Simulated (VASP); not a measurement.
**TiC: single point with PBE**

Crystal: TiC.

```
Ti C
1.0
     0.00000    2.16572    2.16572
     2.16572    0.00000    2.16572
     2.16572    2.16572    0.00000
Ti C
1 1
Direct
  0.00000 0.00000 0.00000
  0.50000 0.50000 0.50000
```

```json
{
 "Program": "VASP 6.6.1",
 "Task": "single point",
 "Functional": "PBE",
 "Potentials or basis": "VASP PAW PBE potentials, release 64 (Ti_sv, C)",
 "Cutoff": "520 eV",
 "k mesh": "11 × 11 × 11",
 "Occupations": "gaussian, width 0.014 eV",
 "Spin": "no spin polarisation",
 "Dipole correction": "no",
 "Further INCAR settings": "ALGO = Normal; EDIFF = 1e-06; NBANDS = 15"
}
```

| Property | Result |
| --- | --- |
| Pressure | 0.5 GPa |
| Band gap on the k mesh | zero (band 8 reaches 10.10 eV, above the bottom of band 9 at 9.00 eV) |

Levels at points of the mesh, in eV from the Fermi level:
| k point | band 4 | band 5 | band 6 | band 7 | band 8 | band 9 | band 10 | band 11 | band 12 | band 13 |
| --- | --- | --- | --- | --- | --- | --- | --- | --- | --- | --- |
| (0.00, 0.00, 0.00) | -32.76 | -12.54 | 0.55 | 0.55 | 0.55 | 1.53 | 1.53 | 1.53 | 1.57 | 1.57 |

Wall time 29 s on 1 thread of AMD EPYC 7R43 64-Core Processor (Zen 3), with other jobs on the host, peak memory 0.11 GiB.
